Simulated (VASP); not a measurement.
Al3B2W: relaxation of cell and atoms with PBE

Al3B2W:

```xyz
6
Lattice="3.1500 0.0000 0.0000 0.0000 1.6250 7.3850 0.0000 -1.6250 7.3850" Properties=species:S:1:pos:R:3 pbc="T T T"
Al    0.0000    0.0000    2.9097
Al    1.5750    0.0000   11.8603
Al    1.5750    0.0000    8.7143
B     0.0000    0.0000    0.5022
B     1.5750    0.0000   14.2678
W     0.0000    0.0000    6.0557
```

```yaml
Program: VASP 6.6.1
Task: relaxation of cell and atoms
Functional: PBE
Potentials_or_basis: VASP PAW PBE potentials, release 64 (Al, B, W_sv)
Cutoff: 600 eV
k_mesh: 5 × 5 × 5
Occupations: gaussian, width 0.2 eV
Spin: no spin polarisation
Dipole_correction: no
Further_INCAR_settings: ALGO = Normal; EDIFF = 1e-06; IBRION = 2; EDIFFG = -0.08; NSW = 36; ISIF = 3
```

```json
{
  "Relaxed volume": "11.78 Å³/atom",
  "Relaxed cell": "a = 3.132 Å, b = 7.156 Å, c = 7.156 Å, α = 26.15°, β = 90.00°, γ = 90.00°",
  "Space group after relaxing (to 0.1 Å)": "Amm2 (No. 38)",
  "Energy gained by relaxing": "39.4 meV/atom",
  "Ionic steps": "10",
  "Pressure after relaxing": "0.1 GPa",
  "Largest force after relaxing": "0.061 eV/Å",
  "Band gap on the k mesh": "zero (an odd number of electrons rules out a gap without spin polarisation)"
}
```

Forces on the atoms (eV/Å):
```
Al   0.000  0.000  0.019
Al   0.000  0.000 -0.012
Al   0.000  0.000  0.045
B    0.000  0.000 -0.061
B    0.000  0.000  0.004
W    0.000  0.000  0.005
```

Stress tensor (GPa, compression positive):
```
 0.15  0.00  0.00
 0.00  0.12  0.00
 0.00  0.00 -0.06
```

Step by step:
| step | energy change (eV) | largest force (eV/Å) | pressure (GPa) | volume (Å³) |
| --- | --- | --- | --- | --- |
| 1 | 0.0000 | 0.8507 | -9.92 | 75.60 |
| 2 | -0.0695 | 0.7053 | 11.27 | 67.38 |
| 3 | -0.1853 | 0.3659 | 0.75 | 70.82 |
| 4 | -0.2145 | 0.2128 | 0.33 | 70.92 |
| 5 | -0.2239 | 0.3391 | 0.09 | 71.00 |
| 6 | -0.2323 | 0.1242 | -0.65 | 71.11 |
| 7 | -0.2327 | 0.1337 | -0.84 | 71.14 |
| 8 | -0.2349 | 0.0949 | 0.79 | 70.43 |
| 9 | -0.2352 | 0.0980 | 0.38 | 70.60 |
| 10 | -0.2366 | 0.0611 | 0.07 | 70.68 |

Final structure:
```
Al B W
1.0
     3.13201    0.00000    0.00000
     0.00000    1.61877    6.97060
     0.00000   -1.61877    6.97060
Al B W
3 2 1
Cartesian
  0.0000 0.0000 2.7640
  1.5660 0.0000 11.1472
  1.5660 0.0000 8.1824
  0.0000 0.0000 0.4908
  1.5660 0.0000 13.4974
  0.0000 0.0000 5.7419
```

Levels at points of the mesh, in eV from the Fermi level:
| k point | band 11 | band 12 | band 13 | band 14 | band 15 | band 16 | band 17 | band 18 |
| --- | --- | --- | --- | --- | --- | --- | --- | --- |
| (0.00, 0.00, 0.00) | -3.99 | -1.73 | 0.52 | 0.69 | 0.84 | 1.17 | 1.91 | 3.16 |

Run time: 15 min on 1 thread of Intel Xeon 8259CL (shared host), peak memory 0.35 GiB.

Caveat: the k points lie up to 0.40 Å⁻¹ apart in the final cell, too coarse for converged energies and pressures of a metal; spin-orbit coupling is left out, which moves the levels of the heavy elements; the relaxation stopped at a loose force limit of 0.08 eV/Å, so its end isn't a converged minimum.
